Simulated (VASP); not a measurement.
# Sn3S2 (P-3m1) in VASP: a series of runs

Runs on Sn3S2. Level: PBE. Tasks: relaxation of cell and atoms, single point.

All numbers are computed with VASP 6.6.1; they aren't measurements. Logs are shortened: lines on timing, memory, paths and dates and some standing lists are left out, and cuts for length are marked.

## 1. The cell of the first run

The structure is trigonal, space group P-3m1 (No. 164). The conventional cell has a = 4.423 Å, b = 4.423 Å, c = 6.882 Å, α = 90.00°, β = 90.00°, γ = 120.00°. Within 4.0 Å of Sn (site symmetry -3m) lie 6 S at 3.06 Å and 6 Sn at 3.53 Å. Within 3.6 Å of Sn (site symmetry 3m) lie 4 S at 2.66 to 2.75 Å and 6 Sn at 3.24 to 3.53 Å. Within 3.5 Å of S (site symmetry 3m) lie 7 Sn at 2.66 to 3.06 Å.

## 2. Relaxation of cell and atoms, PBE

INCAR

```
SYSTEM = Sn3S2
PREC = Accurate
ENCUT = 600
EDIFF = 1E-6
ISMEAR = 0
SIGMA = 0.1
LREAL = .FALSE.
LASPH = .TRUE.
NELM = 100
ALGO = Normal
ISIF = 3
LWAVE = .FALSE.
LCHARG = .FALSE.
GGA = PE
IBRION = 2
NSW = 90
EDIFFG = -0.04
```

KPOINTS

```
regular mesh
0
G
  6 6 4
  0 0 0
```

POSCAR

```
Sn3S2
1.0
    4.4231925925      0.0000000000      0.0000000000
   -2.2115962962      3.8305971509      0.0000000000
    0.0000000000      0.0000000000      6.8817691857
Sn S
3 2
Direct
    0.0000000000      0.0000000000      0.0000000000
    0.3333333333      0.6666666667      0.6450000000
    0.6666666667      0.3333333333      0.3550000000
    0.3333333333      0.6666666667      0.2450000000
    0.6666666667      0.3333333333      0.7550000000
```

Potentials or basis: VASP PAW PBE potentials, release 64 (Sn_d, S).

On the command line:

```sh
$ cat potpaw_PBE.64/Sn_d/POTCAR potpaw_PBE.64/S/POTCAR > POTCAR
$ mpirun -np 1 vasp_std > vasp.out
```

OUTCAR:

```text
SYSTEM = Sn3S2
   PREC = Accurate
   ENCUT = 600
   EDIFF = 1E-6
   ISMEAR = 0
   LREAL = .FALSE.
   LASPH = .TRUE.
   NELM = 100
   ISIF = 3
   GGA = PE
   IBRION = 2
   NSW = 90
   EDIFFG = -0.04

 ion  position               nearest neighbor table
   1  0.000  0.000  0.000-   4 3.06   5 3.06   4 3.06   5 3.06   5 3.06   4 3.06   2 3.53   3 3.53
                             2 3.53   3 3.53   2 3.53   3 3.53
   2  0.333  0.667  0.645-   5 2.66   5 2.66   5 2.66   4 2.75   3 3.24   3 3.24   3 3.24   1 3.53
                             1 3.53   1 3.53
   3  0.667  0.333  0.355-   4 2.66   4 2.66   4 2.66   5 2.75   2 3.24   2 3.24   2 3.24   1 3.53
                             1 3.53   1 3.53
   4  0.333  0.667  0.245-   3 2.66   3 2.66   3 2.66   2 2.75   1 3.06   1 3.06   1 3.06
   5  0.667  0.333  0.755-   2 2.66   2 2.66   2 2.66   3 2.75   1 3.06   1 3.06   1 3.06

  LATTYP: Found a hexagonal cell.
 ALAT       =     4.4231925925
 C/A-ratio  =     1.5558375634

  Lattice vectors:

 A1 = (   4.4231925925,   0.0000000000,   0.0000000000)
 A2 = (  -2.2115962962,   3.8305971509,   0.0000000000)
 A3 = (   0.0000000000,   0.0000000000,   6.8817691857)

Analysis of symmetry for initial positions (statically):
=====================================================================
 Subroutine PRICEL returns:
 Original cell was already a primitive cell.

 Routine SETGRP: Setting up the symmetry group for a
 hexagonal supercell.

 Subroutine GETGRP returns: Found 12 space group operations
 (whereof 12 operations were pure point group operations)
 out of a pool of 24 trial point group operations.

The static configuration has the point symmetry D_3d.

Analysis of symmetry for dynamics (positions and initial velocities):
=====================================================================
 Subroutine PRICEL returns:
 Original cell was already a primitive cell.

 Routine SETGRP: Setting up the symmetry group for a
 hexagonal supercell.

 Subroutine GETGRP returns: Found 12 space group operations
 (whereof 12 operations were pure point group operations)
 out of a pool of 24 trial point group operations.

The dynamic configuration has the point symmetry D_3d.

 Subroutine INISYM returns: Found 12 space group operations
 (whereof 12 operations are pure point group operations),
 and found     1 'primitive' translations

----------------------------------------------------------------------------------------

                                     Primitive cell

  volume of cell :     116.6010

  direct lattice vectors                    reciprocal lattice vectors
     4.423192593  0.000000000  0.000000000     0.226081044  0.130527952  0.000000000
    -2.211596296  3.830597151  0.000000000     0.000000000  0.261055903  0.000000000
     0.000000000  0.000000000  6.881769186     0.000000000  0.000000000  0.145311470

  length of vectors
     4.423192593  4.423192592  6.881769186     0.261055903  0.261055903  0.145311470

  position of ions in fractional coordinates (direct lattice)
     0.000000000  0.000000000  0.000000000
     0.333333333  0.666666667  0.645000000
     0.666666667  0.333333333  0.355000000
     0.333333333  0.666666667  0.245000000
     0.666666667  0.333333333  0.755000000

  ion indices of the primitive-cell ions
   primitive index   ion index
                 1           1
                 2           2
                 3           3
                 4           4
                 5           5

----------------------------------------------------------------------------------------

 KPOINTS: regular mesh

Automatic generation of k-mesh.
 Grid dimensions read from file:
 generate k-points for:    6    6    4

 Generating k-lattice:

  Cartesian coordinates                     Fractional coordinates (reciprocal lattice)
     0.037680174  0.021754659  0.000000000     0.166666667  0.000000000  0.000000000
     0.000000000  0.043509317  0.000000000     0.000000000  0.166666667  0.000000000
     0.000000000  0.000000000  0.036327868     0.000000000  0.000000000  0.250000000

  Length of vectors
     0.043509317  0.043509317  0.036327868

  Shift w.r.t. Gamma in fractional coordinates (k-lattice)
     0.000000000  0.000000000  0.000000000

 Subroutine IBZKPT returns following result:
 ===========================================

 Found     24 irreducible k-points:

 Following reciprocal coordinates:
            Coordinates               Weight
  0.000000  0.000000  0.000000      1.000000
  0.166667 -0.000000  0.000000      6.000000
  0.333333  0.000000  0.000000      6.000000
  0.500000 -0.000000  0.000000      3.000000
  0.166667  0.166667  0.000000      6.000000
  0.333333  0.166667  0.000000     12.000000
[... 16 lines left out ...]
  0.333333  0.166667  0.500000     12.000000
  0.333333  0.333333  0.500000      2.000000
   k-points           NKPTS =     24   k-points in BZ     NKDIM =     24   number of bands    NBANDS=     32
   number of dos      NEDOS =    301   number of ions     NIONS =      5
   total plane-waves  NPLWV =  72576
   dimension x,y,z NGX =    36 NGY =   36 NGZ =   56
   dimension x,y,z NGXF=    72 NGYF=   72 NGZF=  112
   ions per type =               3   2
   NGX,Y,Z   is equivalent  to a cutoff of  13.53, 13.53, 13.53 a.u.
   NGXF,Y,Z  is equivalent  to a cutoff of  27.06, 27.06, 27.06 a.u.
 SYSTEM =  Sn3S2
   PREC   = accura    normal or accurate (medium, high low for compatibility)
   ISTART =      0    job   : 0-new  1-cont  2-samecut
   ICHARG =      2    charge: 1-file 2-atom 10-const
   ISPIN  =      1    spin polarized calculation?
   LNONCOLLINEAR =      F non collinear calculations
   LSORBIT =      F    spin-orbit coupling
   LASPH  =      T    aspherical Exc in radial PAW
   ENCUT  =  600.0 eV  44.10 Ry    6.64 a.u.   8.83  8.83 13.74*2*pi/ulx,y,z
   NELM   =    100;   NELMIN=  2; NELMDL= -5     # of ELM steps
   EDIFF  = 0.1E-05   stopping-criterion for ELM
   LREAL  =      F    real-space projection
   EDIFFG = -.4E-01   stopping-criterion for IOM
   NSW    =     90    number of steps for IOM
   IBRION =      2    ionic relax: 0-MD 1-quasi-New 2-CG
   NFREE  =      1    steps in history (QN), initial steepest desc. (CG)
   ISIF   =      3    stress and relaxation
   ISYM   =      2    0-nonsym 1-usesym 2-fastsym
   POTIM  = 0.5000    time-step for ionic-motion
   TEBEG  =    0.0;   TEEND  =   0.0 temperature during run
   PSTRESS=    0.0 pullay stress
   NELECT =      54.0000    total number of electrons
   NUPDOWN=      -1.0000    fix difference up-down
   EMIN   =  10.00;   EMAX   =-10.00  energy-range for DOS
   EFERMI =   0.00;   METHOD = LEGACY
   ISMEAR =     0;   SIGMA  =   0.10  broadening in eV -4-tet -1-fermi 0-gaus
   EFERMI_NEDOS =   21; number of points for ismear=-14 and -15
   IALGO  =     38    algorithm
   IMIX   =      4    mixing-type and parameters
     AMIX     =   0.40;   BMIX     =  1.00
     AMIX_MAG =   1.60;   BMIX_MAG =  1.00
  volume/ion in A,a.u.               =      23.32       157.37
  Fermi-wavevector in a.u.,A,eV,Ry     =   1.266597  2.393522 21.827406  1.604269
  Thomas-Fermi vector in A             =   2.399790
   LORBIT       =      0    0 simple, 1 ext, 2 COOP (PROOUT), +10 PAW based schemes
   GGA     = PE    functional components
   LHFCALC =     F    Hartree Fock is set to
   AEXX    =    0.0000 exact exchange contribution
   IVDW    =     0    specifies the selected vdW correction
   LEPSILON=     F    determine dielectric tensor
   LRPA    =     F    only Hartree local field effects (RPA)
 conjugate gradient relaxation of ions
 non-spin polarized calculation
 Gauss-broadening in eV      SIGMA  =   0.10
  energy-cutoff  :      600.00
  volume of cell :      116.60
 maximum number of plane-waves:      3909
 NGX is ok and might be reduce to    36
   NGX = 17   NGY = 17   NGZ = 27

--------------------------------------- Ionic step        1  -------------------------------------------

 number of electron      53.9999998 magnetization

 Free energy of the ion-electron system (eV)
  ---------------------------------------------------
  ext. energy  EPLUGINS =         0.00000000
  ---------------------------------------------------
  free energy    TOTEN  =       -18.37488865 eV

  energy without entropy =      -18.36147405  energy(sigma->0) =      -18.36818135

------------------------ aborting loop because EDIFF is reached ----------------------------------------

  FORCE on cell =-STRESS in cart. coord.  units (eV):
  Direction    XX          YY          ZZ          XY          YZ          ZX
  --------------------------------------------------------------------------------------
  -------------------------------------------------------------------------------------
  Total        9.2580534      9.2580534      8.7889562      0.0000000      0.0000000      0.0000000
  in kB      127.2119269    127.2119269    120.7662136      0.0000000      0.0000000      0.0000000
  external PRESSURE =     125.0633558 kB  Pullay stress =       0.0000000 kB
[... 26 lines left out ...]
--------------------------------------- Ionic step        2  -------------------------------------------

 number of electron      53.9999982 magnetization

 E-fermi :   5.5482     XC(G=0):  -9.0863

 val. band max:        5.5391791973   @ k =   0.3333   0.1667   0.0000
 cond. band min:       5.5551536352   @ k =   0.1667  -0.0000   0.5000
 fundamental gap:      0.0159744378
 Fermi energy:         5.5481806809

 k-point     1 :       0.0000    0.0000    0.0000
  band No.  band energies     occupation
      1     -16.6248      2.00000
      2     -16.6248      2.00000
      3     -16.6011      2.00000
      4     -16.6011      2.00000
      5     -16.5906      2.00000
      6     -16.5731      2.00000
[... 900 lines left out ...]
  FREE ENERGIE OF THE ION-ELECTRON SYSTEM (eV)
  ---------------------------------------------------
  free  energy   TOTEN  =       -19.3100394851 eV

  energy  without entropy=      -19.2953072767  energy(sigma->0) =      -19.30267338

 E-fermi :   7.2122     XC(G=0): -10.0485

 val. band max:        7.2009161750   @ k =   0.3333   0.1667   0.5000
 cond. band min:       7.4117002750   @ k =   0.3333   0.3333   0.0000
 fundamental gap:      0.2107841000
 Fermi energy:         7.2121747297

 k-point     1 :       0.0000    0.0000    0.0000
  band No.  band energies     occupation
      1     -14.5941      2.00000
      2     -14.5941      2.00000
      3     -14.5881      2.00000
      4     -14.5881      2.00000
      5     -14.5881      2.00000
      6     -14.5797      2.00000
[... 829 lines left out ...]
     31       8.3822      0.00000
     32       8.9565      0.00000

[... ionic steps 4 to 32 ...]

--------------------------------------- Ionic step       33  -------------------------------------------

 number of electron      53.9999949 magnetization

------------------------ aborting loop because EDIFF is reached ----------------------------------------
[... 73 lines left out ...]
--------------------------------------- Ionic step       35  -------------------------------------------

 number of electron      53.9999944 magnetization

 Free energy of the ion-electron system (eV)
  ---------------------------------------------------
  ext. energy  EPLUGINS =         0.00000000
  ---------------------------------------------------
  free energy    TOTEN  =       -20.74860226 eV

  energy without entropy =      -20.74158942  energy(sigma->0) =      -20.74509584

 E-fermi :   7.1100     XC(G=0):  -9.9788

 val. band max:        7.1081170249   @ k =   0.3333   0.1667   0.5000
 cond. band min:       7.2441667726   @ k =   0.3333   0.3333   0.0000
 fundamental gap:      0.1360497477
 Fermi energy:         7.1099561279

 k-point     1 :       0.0000    0.0000    0.0000
  band No.  band energies     occupation
      1     -14.7467      2.00000
      2     -14.7370      2.00000
      3     -14.7370      2.00000
      4     -14.7362      2.00000
      5     -14.7362      2.00000
      6     -14.7346      2.00000
[... 861 lines left out ...]
  FREE ENERGIE OF THE ION-ELECTRON SYSTEM (eV)
  ---------------------------------------------------
  free  energy   TOTEN  =       -20.7486022579 eV

  energy  without entropy=      -20.7415894207  energy(sigma->0) =      -20.74509584

 reached required accuracy - stopping structural energy minimisation
```

It took 16 min on 1 thread of Intel Xeon 6975P-C (Granite Rapids), shared host; peak memory 0.32 GiB.

Results:

| Property | Result |
| --- | --- |
| Free energy | -20.7486 eV |
| Relaxed volume | 24.99 Å³/atom |
| Relaxed cell | a = 3.745 Å, b = 3.745 Å, c = 10.286 Å, α = 90.00°, β = 90.00°, γ = 120.00° |
| Space group after relaxing (to 0.1 Å) | P-3m1 (No. 164) |
| Energy gained by relaxing | 474.7 meV/atom |
| Ionic steps | 35 |
| Pressure after relaxing | 0.0 GPa |
| Largest force after relaxing | 0.038 eV/Å |
| Band gap on the k mesh | zero (bands 27 and 28 overlap by 2.75 eV) |

Forces in eV/Å, atoms in the order of the input:
```
Sn   0.000  0.000  0.000
Sn   0.000  0.000 -0.032
Sn   0.000  0.000  0.032
S    0.000  0.000  0.038
S    0.000  0.000 -0.038
```

The path:
```csv
step,energy change (eV),largest force (eV/Å),pressure (GPa),volume (Å³)
1,0.0000,1.4139,12.51,116.60
2,-0.8807,0.2669,-2.32,150.10
3,-0.9352,0.4635,-0.27,142.14
4,-0.9681,0.5090,-0.23,141.55
5,-1.0874,0.6807,-0.09,139.73
6,-1.3470,0.7101,0.56,135.91
7,-1.4943,1.0854,4.38,127.58
8,-1.5417,0.8121,2.39,130.93
9,-1.5457,0.9036,2.85,129.98
10,-1.5609,0.9041,2.79,130.23
11,-1.5965,0.8797,2.57,130.94
12,-1.6187,0.8091,2.29,132.31
13,-1.6454,0.7530,1.75,133.45
14,-1.6997,0.5915,0.31,136.90
15,-1.7029,0.3031,-2.09,143.97
16,-1.7180,0.4318,-1.05,140.61
17,-1.7411,0.4390,-1.06,140.28
18,-1.8067,0.4334,-1.01,139.28
19,-1.9216,0.4458,-0.86,137.19
20,-2.1543,0.3135,-1.02,132.70
21,-1.7110,2.2207,0.80,122.63
22,-2.2294,0.1673,-1.23,130.92
23,-2.2416,0.3732,-1.10,128.94
24,-2.2461,0.2009,-1.14,129.74
25,-2.2587,0.1712,2.26,120.97
26,-2.2755,0.1786,0.66,124.70
27,-2.3174,0.2673,0.20,124.97
28,-2.3454,0.3953,-0.59,125.10
29,-2.3467,0.3568,-0.37,125.11
30,-2.3669,0.1111,0.49,123.27
31,-2.3669,0.1082,0.54,123.16
32,-2.3728,0.0607,-0.24,125.54
33,-2.3730,0.0669,-0.17,125.20
34,-2.3734,0.0720,0.17,124.78
35,-2.3737,0.0381,0.04,124.95
```

Final structure:
```cif
data_structure
_symmetry_space_group_name_H-M 'P 1'
_symmetry_Int_Tables_number 1
_cell_length_a 3.7453
_cell_length_b 3.7453
_cell_length_c 10.2855
_cell_angle_alpha 90.000
_cell_angle_beta 90.000
_cell_angle_gamma 120.000
_cell_volume 124.95
loop_
_atom_site_label
_atom_site_type_symbol
_atom_site_fract_x
_atom_site_fract_y
_atom_site_fract_z
_atom_site_occupancy
Sn1 Sn 0.00000 0.00000 0.00000 1
Sn2 Sn 0.33333 0.66667 0.63325 1
Sn3 Sn 0.66667 0.33333 0.36675 1
S1 S 0.33333 0.66667 0.19151 1
S2 S 0.66667 0.33333 0.80849 1
```

Levels at points of the mesh, in eV from the Fermi level:
```tsv
k point	band 24	band 25	band 26	band 27	band 28	band 29	band 30	band 31
(0.00, 0.00, 0.00)	-2.04	-2.04	-1.84	2.04	2.05	3.23	3.23	3.52
(0.50, 0.00, 0.00)	-3.28	-2.81	-2.25	-1.55	0.15	0.79	1.34	2.71
(0.00, 0.00, 0.50)	-2.02	-2.02	0.21	0.39	2.94	2.94	3.37	4.02
(0.50, 0.00, 0.50)	-3.24	-2.88	-2.04	-1.49	0.49	0.98	2.03	2.15
```

Caveat: a cell axis changed by over 15 % at a fixed basis, so the end point is rough; spin-orbit coupling is left out, which moves the levels of the heavy elements.

(Part 1 of 2 ends here.)
